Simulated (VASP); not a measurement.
Input of a VASP 6.6.1 run:

File POSCAR:

```
Al2Cu
1.0
    4.0890984987      0.0000000000      0.0000000000
    0.0000000000      4.0890984987      0.0000000000
    0.0000000000      0.0000000000      2.8518252531
Al Cu
2 1
Direct
    0.5000000000      0.0000000000      0.5000000000
    0.0000000000      0.5000000000      0.5000000000
    0.0000000000      0.0000000000      0.0000000000
```

INCAR.step1

```
SYSTEM = Al2Cu
  ALGO = Normal
  EDIFF = 1E-4
  ENCUT = 520
  GGA = PE
  ISMEAR = 0
  LASPH = .TRUE.
  LCHARG = .FALSE.
  LREAL = .FALSE.
  LWAVE = .TRUE.
  NBANDS = 16
  NELM = 60
  PREC = Accurate
  SIGMA = 0.1
```

The input INCAR.step2:

```
SYSTEM = Al2Cu
  ALGO = Normal
  EDIFF = 1E-6
  ENCUT = 520
  ISIF = 2
  ISMEAR = 0
  ISTART = 1
  LASPH = .TRUE.
  LCHARG = .TRUE.
  LELF = .TRUE.
  LMIXTAU = .TRUE.
  LREAL = .FALSE.
  LVHAR = .TRUE.
  LWAVE = .FALSE.
  METAGGA = R2SCAN
  NBANDS = 16
  NELM = 60
  PREC = Accurate
  SIGMA = 0.1
```

KPOINTS

```
k-points
0
G
  10 10 14
  0 0 0
```

Potentials or basis: VASP PAW PBE potentials, release 64 (Al, Cu).

Run with:

```bash
$ cat potpaw_PBE.64/Al/POTCAR potpaw_PBE.64/Cu/POTCAR > POTCAR
$ cp INCAR.step1 INCAR
$ mpirun -np 1 vasp_std > vasp.out
$ cp INCAR.step2 INCAR
$ mpirun -np 1 vasp_std > vasp.out
```

(1) Estimate the band gap on the k mesh.

(2) What does it give for the pressure?

Answers

(1) zero (an odd number of electrons rules out a gap without spin polarisation).

(2) -0.3 GPa.

Caveat: the PAW data sets were made with another functional, which shifts forces and pressure a little.
